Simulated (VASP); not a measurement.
Set up this calculation in VASP 6.6.1, as the native input.

```yaml
Task: single point
Functional: PBE
Potentials_or_basis: VASP PAW PBE potentials, release 64 (Ta_pv)
Cutoff: 520 eV
k_mesh: 16 × 16 × 16
Occupations: fermi-dirac, width 0.08 eV
Spin: no spin polarisation
Dipole_correction: no
Further_INCAR_settings: ALGO = Normal; EDIFF = 1e-06; NBANDS = 12
```

The structure of Ta lies in POSCAR:

```
Ta
1.0
   -1.6604479037      1.6604479037      1.6604479037
    1.6604479037     -1.6604479037      1.6604479037
    1.6604479037      1.6604479037     -1.6604479037
Ta
1
Direct
    0.0000000000      0.0000000000      0.0000000000
```

The input as run:

INCAR

```
SYSTEM = Ta
PREC     = Accurate       ! precision mode
ENCUT    = 520            ! plane-wave cutoff, eV
EDIFF    = 1E-6           ! SCF threshold, eV
ISMEAR   = -1             ! smearing method
SIGMA    = 0.08           ! smearing width, eV
LREAL    = .FALSE.        ! projectors in reciprocal space
LASPH    = .TRUE.         ! aspherical terms in the spheres
NELM     = 60             ! most SCF steps
ALGO     = Normal         ! electronic algorithm
ISIF     = 2              ! what is computed and relaxed
LWAVE    = .FALSE.        ! write WAVECAR
LCHARG   = .TRUE.         ! write CHGCAR
GGA      = PE             ! functional
LELF     = .TRUE.         ! ELF
LVHAR    = .TRUE.       
NBANDS   = 12             ! bands
```

KPOINTS

```
Automatic mesh
0
G
  16 16 16
  0 0 0
```

Potentials or basis: VASP PAW PBE potentials, release 64 (Ta_pv).

The run is started by

```console
$ cat potpaw_PBE.64/Ta_pv/POTCAR > POTCAR
$ mpirun -np 1 vasp_std > vasp.out
```

Results of the run:

| Item | Value |
| --- | --- |
| Pressure | 0.1 GPa |
| Band gap on the k mesh | zero (an odd number of electrons rules out a gap without spin polarisation) |

Caveat: spin-orbit coupling is left out, which moves the levels of the heavy elements.

Run time: 17 s on 1 thread of Intel(R) Xeon(R) Platinum 8488C (Sapphire Rapids), on a shared host, peak memory 0.16 GiB.
